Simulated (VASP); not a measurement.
# InP (Fm-3m) in VASP: relaxation of cell and atoms with HF

Aim: the relaxation of cell and atoms of InP with HF.

Everything below comes from runs of VASP 6.6.1. Logs are shortened: lines on timing, memory, paths and dates and some standing lists are left out, and cuts for length are marked.

## 1. The cell of the first run

The structure is cubic, space group Fm-3m (No. 225). Conventional cell: a = 5.538 Å, b = 5.538 Å, c = 5.538 Å, α = 90.00°, β = 90.00°, γ = 90.00°. Within 3.6 Å of In (site symmetry m-3m) lie 6 P at 2.77 Å. Within 3.6 Å of P (site symmetry m-3m) lie 6 In at 2.77 Å.

## 2. Relaxation of cell and atoms, HF

POSCAR reads:

```
InP
1.0
    0.0000000000      2.7688340000      2.7688340000
    2.7688340000      0.0000000000      2.7688340000
    2.7688340000      2.7688340000      0.0000000000
In P
1 1
Direct
    0.0000000000      0.0000000000      0.0000000000
    0.5000000000      0.5000000000      0.5000000000
```

INCAR.step1 reads:

```
ALGO = Normal
EDIFF = 1E-5
ENCUT = 600
GGA = PE
ISMEAR = -1
LASPH = True
LCHARG = False
LREAL = False
LWAVE = True
NBANDS = 16
NELM = 60
PREC = Accurate
SIGMA = 0.05
```

INCAR.step2 reads:

```
AEXX = 1.0
AGGAC = 0.0
ALDAC = 0.0
ALGO = Normal
EDIFF = 1E-6
EDIFFG = -0.01
ENCUT = 600
GGA = PE
IBRION = 2
ISIF = 3
ISMEAR = -1
ISTART = 1
LASPH = True
LCHARG = False
LHFCALC = True
LREAL = False
LWAVE = False
NELM = 60
NSW = 60
PREC = Accurate
PRECFOCK = Normal
SIGMA = 0.05
```

KPOINTS reads:

```
k-points
0
Gamma
  4 4 4
```

Potentials or basis: VASP PAW PBE potentials, release 64 (In_d, P).

Command:

```bash
$ cat potpaw_PBE.64/In_d/POTCAR potpaw_PBE.64/P/POTCAR > POTCAR
$ cp INCAR.step1 INCAR
$ mpirun -np 1 vasp_std > vasp.out
$ cp INCAR.step2 INCAR
$ mpirun -np 1 vasp_std > vasp.out
```

OUTCAR:

```text
AEXX = 1.0
   EDIFF = 1E-6
   EDIFFG = -0.01
   ENCUT = 600
   GGA = PE
   IBRION = 2
   ISIF = 3
   ISMEAR = -1
   ISTART = 1
   LASPH = True
   LHFCALC = True
   LREAL = False
   NELM = 60
   NSW = 60
   PREC = Accurate
   PRECFOCK = Normal

 ion  position               nearest neighbor table
   1  0.000  0.000  0.000-   2 2.77   2 2.77   2 2.77   2 2.77   2 2.77   2 2.77
   2  0.500  0.500  0.500-   1 2.77   1 2.77   1 2.77   1 2.77   1 2.77   1 2.77

  LATTYP: Found a face centered cubic cell.
 ALAT       =     5.5376680000

  Lattice vectors:

 A1 = (   0.0000000000,   2.7688340000,   2.7688340000)
 A2 = (   2.7688340000,   0.0000000000,   2.7688340000)
 A3 = (   2.7688340000,   2.7688340000,   0.0000000000)

Analysis of symmetry for initial positions (statically):
=====================================================================
 Subroutine PRICEL returns:
 Original cell was already a primitive cell.

 Routine SETGRP: Setting up the symmetry group for a
 face centered cubic supercell.

 Subroutine GETGRP returns: Found 48 space group operations
 (whereof 48 operations were pure point group operations)
 out of a pool of 48 trial point group operations.

The static configuration has the point symmetry O_h .

Analysis of symmetry for dynamics (positions and initial velocities):
=====================================================================
 Subroutine PRICEL returns:
 Original cell was already a primitive cell.

 Routine SETGRP: Setting up the symmetry group for a
 face centered cubic supercell.

 Subroutine GETGRP returns: Found 48 space group operations
 (whereof 48 operations were pure point group operations)
 out of a pool of 48 trial point group operations.

The dynamic configuration has the point symmetry O_h .

 Subroutine INISYM returns: Found 48 space group operations
 (whereof 48 operations are pure point group operations),
 and found     1 'primitive' translations

----------------------------------------------------------------------------------------

                                     Primitive cell

  volume of cell :      42.4542

  direct lattice vectors                    reciprocal lattice vectors
     0.000000000  2.768834000  2.768834000    -0.180581429  0.180581429  0.180581429
     2.768834000  0.000000000  2.768834000     0.180581429 -0.180581429  0.180581429
     2.768834000  2.768834000  0.000000000     0.180581429  0.180581429 -0.180581429

[... 66 lines left out ...]
   EDIFF  = 0.1E-05   stopping-criterion for ELM
   LREAL  =      F    real-space projection
   EDIFFG = -.1E-01   stopping-criterion for IOM
   NSW    =     60    number of steps for IOM
   IBRION =      2    ionic relax: 0-MD 1-quasi-New 2-CG
   NFREE  =      1    steps in history (QN), initial steepest desc. (CG)
   ISIF   =      3    stress and relaxation
   ISYM   =      3    0-nonsym 1-usesym 2-fastsym
   POTIM  = 0.5000    time-step for ionic-motion
   TEBEG  =    0.0;   TEEND  =   0.0 temperature during run
   PSTRESS=    0.0 pullay stress
   NELECT =      18.0000    total number of electrons
   NUPDOWN=      -1.0000    fix difference up-down
   EMIN   =  10.00;   EMAX   =-10.00  energy-range for DOS
   EFERMI =   0.00;   METHOD = LEGACY
   ISMEAR =    -1;   SIGMA  =   0.05  broadening in eV -4-tet -1-fermi 0-gaus
   EFERMI_NEDOS =   21; number of points for ismear=-14 and -15
   IALGO  =     38    algorithm
   IMIX   =      1    mixing-type and parameters
     AMIX     =   0.40;   BMIX     =  1.00
     AMIX_MAG =   1.60;   BMIX_MAG =  1.00
  volume/ion in A,a.u.               =      21.23       143.25
  Fermi-wavevector in a.u.,A,eV,Ry     =   1.229869  2.324115 20.579860  1.512577
  Thomas-Fermi vector in A             =   2.364739
   LORBIT       =      0    0 simple, 1 ext, 2 COOP (PROOUT), +10 PAW based schemes
   GGA     = PE    functional components
   LHFCALC =     T    Hartree Fock is set to
   PRECFOCK=normal    Normal, Fast or Accurate (Low or Medium for compatibility)
   ENCUT4O =  -1.0   cutoff for four orbital integrals eV
   NKREDX  =     1    reduce k-point grid by
   NKREDY  =     1    reduce k-point grid by
   NKREDZ  =     1    reduce k-point grid by
   AEXX    =    1.0000 exact exchange contribution
   HFSCREEN=    0.0000 screening length (either q_TF or 0.3 A-1)
   HFSCREENC=   0.0000 screening length for correlation (either q_TF or 0.3 A-1)
   ENCUTFOCK=  -1.0 apply spherical cutoff to Coloumb kernel
   IVDW    =     0    specifies the selected vdW correction
   LEPSILON=     F    determine dielectric tensor
   LRPA    =     F    only Hartree local field effects (RPA)
 conjugate gradient relaxation of ions
 non-spin polarized calculation
  energy-cutoff  :      600.00
  volume of cell :       42.45
 maximum number of plane-waves:      1428
  NGX = 24; NGY = 24; NGZ = 24

--------------------------------------- Ionic step        1  -------------------------------------------

 number of electron      17.9999998 magnetization

 Free energy of the ion-electron system (eV)
  ---------------------------------------------------
  ext. energy  EPLUGINS =         0.00000000
  ---------------------------------------------------
  free energy    TOTEN  =       -14.72994432 eV

  energy without entropy =      -14.72642973  energy(sigma->0) =      -14.72818702

------------------------ aborting loop because EDIFF is reached ----------------------------------------

  FORCE on cell =-STRESS in cart. coord.  units (eV):
  Direction    XX          YY          ZZ          XY          YZ          ZX
  --------------------------------------------------------------------------------------
  -------------------------------------------------------------------------------------
  Total        0.2673189      0.2673189      0.2673189      0.0000000      0.0000000     -0.0000000
  in kB       10.0883354     10.0883354     10.0883354      0.0000000      0.0000000     -0.0000000
  external PRESSURE =      10.0883354 kB  Pullay stress =       0.0000000 kB
[... 59 lines left out ...]
--------------------------------------- Ionic step        3  -------------------------------------------

 number of electron      17.9999999 magnetization

 Free energy of the ion-electron system (eV)
  ---------------------------------------------------
  ext. energy  EPLUGINS =         0.00000000
  ---------------------------------------------------
  free energy    TOTEN  =       -14.73135921 eV

  energy without entropy =      -14.72784461  energy(sigma->0) =      -14.72960191

 E-fermi :   7.5680     XC(G=0):   0.0000

 val. band max:        5.3546750663   @ k =   0.5000   0.0000   0.0000
 cond. band min:       7.6229779021   @ k =   0.5000   0.0000   0.0000
 fundamental gap:      2.2683028358
 Fermi energy:         7.5680472877

 k-point     1 :       0.0000    0.0000    0.0000
  band No.  band energies     occupation
      1     -16.3879      2.00000
      2     -16.3871      2.00000
      3     -16.3117      2.00000
      4     -16.3077      2.00000
      5     -16.3047      2.00000
      6     -11.9022      2.00000
      7       4.7759      2.00000
      8       4.8627      2.00000
      9       4.9170      2.00000
     10      12.1027      0.00000
     11      19.0340      0.00000
     12      19.0424      0.00000
     13      19.0514      0.00000
[... 139 lines left out ...]
  FREE ENERGIE OF THE ION-ELECTRON SYSTEM (eV)
  ---------------------------------------------------
  free  energy   TOTEN  =       -14.7313592093 eV

  energy  without entropy=      -14.7278446146  energy(sigma->0) =      -14.72960191

 reached required accuracy - stopping structural energy minimisation
```

OSZICAR.step1:

```text
N       E                     dE             d eps       ncg     rms          rms(c)
DAV:   1     0.124239469589E+03    0.12424E+03   -0.90357E+03   264   0.145E+03
DAV:   2     0.171767633241E+00   -0.12407E+03   -0.11897E+03   272   0.343E+02
DAV:   3    -0.786324183712E+01   -0.80350E+01   -0.79502E+01   336   0.793E+01
DAV:   4    -0.807674334822E+01   -0.21350E+00   -0.21324E+00   328   0.134E+01
DAV:   5    -0.808610823670E+01   -0.93649E-02   -0.93646E-02   344   0.253E+00    0.486E+00
DAV:   6    -0.768350163444E+01    0.40261E+00   -0.62177E-01   368   0.131E+01    0.279E+00
DAV:   7    -0.766088068632E+01    0.22621E-01   -0.14276E-01   376   0.324E+00    0.118E+00
DAV:   8    -0.766153733093E+01   -0.65664E-03   -0.12423E-02   336   0.153E+00    0.190E-01
DAV:   9    -0.766160929807E+01   -0.71967E-04   -0.12454E-03   368   0.589E-01    0.971E-02
DAV:  10    -0.766161897138E+01   -0.96733E-05   -0.90502E-05   288   0.823E-02
   1 F= -.76616190E+01 E0= -.76566632E+01  d E =-.991158E-02
```

Run time: 39 min. Hardware: 1 thread of Intel Xeon Platinum 8259CL at 2.50GHz (Skylake/Cascade Lake), shared host; peak memory 0.18 GiB.

What came out:

```yaml
Free_energy: -14.7314 eV
Relaxed_volume: 21.45 Å³/atom
Relaxed_cell: a = 3.929 Å, b = 3.929 Å, c = 3.929 Å, α = 60.00°, β = 60.00°, γ = 60.00°
Space_group_after_relaxing_to_0.1_Å: Fm-3m (No. 225)
Energy_gained_by_relaxing: 0.7 meV/atom
Ionic_steps: 3
Pressure_after_relaxing: 0.0 GPa
Band_gap_on_the_k_mesh: zero (bands 9 and 10 overlap by 3.00 eV)
```

The path:
| step | energy change (eV) | largest force (eV/Å) | pressure (GPa) | volume (Å³) |
| --- | --- | --- | --- | --- |
| 1 | 0.0000 | 0.0000 | 1.01 | 42.45 |
| 2 | -0.0004 | 0.0000 | -0.80 | 43.28 |
| 3 | -0.0014 | 0.0000 | -0.05 | 42.90 |

Final structure:
```
CELL_PARAMETERS angstrom
0.00000 2.77857 2.77857
2.77857 0.00000 2.77857
2.77857 2.77857 0.00000
ATOMIC_POSITIONS crystal
In 0.00000 0.00000 0.00000
P 0.50000 0.50000 0.50000
```

Caveat: the k points lie up to 0.49 Å⁻¹ apart in the final cell, too coarse for converged energies and pressures of a metal; the PAW data sets were made with another functional, which shifts forces and pressure a little; spin-orbit coupling is left out, which moves the levels of the heavy elements.

The gap in the log of VASP goes by the Fermi energy; the results here count the filled bands.